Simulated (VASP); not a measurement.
A run of VASP 6.6.1 is set up as follows.

Contents of POSCAR:

```
H
1.0
   -1.3329846018      1.3329846018      1.8392522111
    1.3329846018     -1.3329846018      1.8392522111
    1.3329846018      1.3329846018     -1.8392522111
H
2
Direct
    0.9021152165      0.9021152165      0.0000000000
    0.0978847835      0.0978847835      0.0000000000
```

Contents of INCAR.step1:

```
PREC = Accurate
ENCUT = 600
ISMEAR = 0
SIGMA = 0.02
LREAL = F
LASPH = T
NELM = 100
GGA = PE
ALGO = Normal
EDIFF = 1E-4
LWAVE = T
LCHARG = F
```

The input INCAR.step2:

```
PREC = Accurate
ENCUT = 600
EDIFF = 1E-7
ISMEAR = 0
SIGMA = 0.02
LREAL = F
LASPH = T
NELM = 100
ALGO = Normal
ISIF = 3
LWAVE = F
LCHARG = F
METAGGA = R2SCAN
LMIXTAU = T
IBRION = 2
NSW = 70
EDIFFG = -0.008
PSTRESS = 80.0
ISTART = 1
```

The input KPOINTS:

```
regular mesh
0
Gamma
  12 12 12
```

Potentials or basis: VASP PAW PBE potentials, release 64 (H).

Launch:

```console
$ cat potpaw_PBE.64/H/POTCAR > POTCAR
$ cp INCAR.step1 INCAR
$ mpirun -np 1 vasp_std > vasp.out
$ cp INCAR.step2 INCAR
$ mpirun -np 1 vasp_std > vasp.out
```

Task: Predict the relaxed volume.

Result: 5.47 Å³/atom.

Task: Estimate the space group after relaxing (to 0.1 Å).

Result: I4/mmm (No. 139).

Task: Estimate the band gap on the k mesh.

Result: 7.85 eV (least direct gap 8.32 eV).

Final structure:
```cif
data_structure
_symmetry_space_group_name_H-M 'P 1'
_symmetry_Int_Tables_number 1
_cell_length_a 2.4866
_cell_length_b 2.4866
_cell_length_c 2.4866
_cell_angle_alpha 119.528
_cell_angle_beta 119.528
_cell_angle_gamma 90.820
_cell_volume 10.95
loop_
_atom_site_label
_atom_site_type_symbol
_atom_site_fract_x
_atom_site_fract_y
_atom_site_fract_z
_atom_site_occupancy
H1 H 0.89455 0.89455 0.00000 1
H2 H 0.10544 0.10544 0.00000 1
```

Caveat: the cell is relaxed towards a set pressure, so the run minimises the enthalpy, not the energy; the volume moved by over 15 % at a fixed basis, so the end points are rough; the PAW data sets were made with another functional, which shifts forces and pressure a little. A k mesh can miss the band edges.
